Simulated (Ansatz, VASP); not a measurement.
# Two plane-wave programs on Si2W

```
Si W
1.0
    -1.62742    1.62742    3.95414
     1.62742   -1.62742    3.95414
     1.62742    1.62742   -3.95414
Si W
2 1
Direct
  0.33551 0.33551 0.00000
  0.66449 0.66449 0.00000
  0.00000 0.00000 0.00000
```

Alike in both runs: functional r2SCAN; k mesh 13 × 13 × 13; occupations fermi-dirac, width 0.1 eV; no spin polarisation.

Ansatz relaxed the structure, and its values are those at the end. VASP's run is a single point on that final structure, the one shown.

|  | VASP | Ansatz |
| --- | --- | --- |
| version | VASP 6.6.1 | Ansatz 0.2.0 |
| potentials or method | VASP PAW PBE potentials, release 64 (Si, W_sv), cutoff 520 eV | PAW plane waves |
| valence electrons in the cell | 22 | 22 |

```csv
,VASP,Ansatz,Ansatz less VASP
pressure (GPa),-8.4,-8.5,-0.10
rms of the force components (eV/Å),0.001,0.004,+0.0026
```

VASP's potentials were made for PBE, not for r2SCAN. Ansatz's warnings: stress scf threshold loose.

Spin-orbit coupling is off throughout.
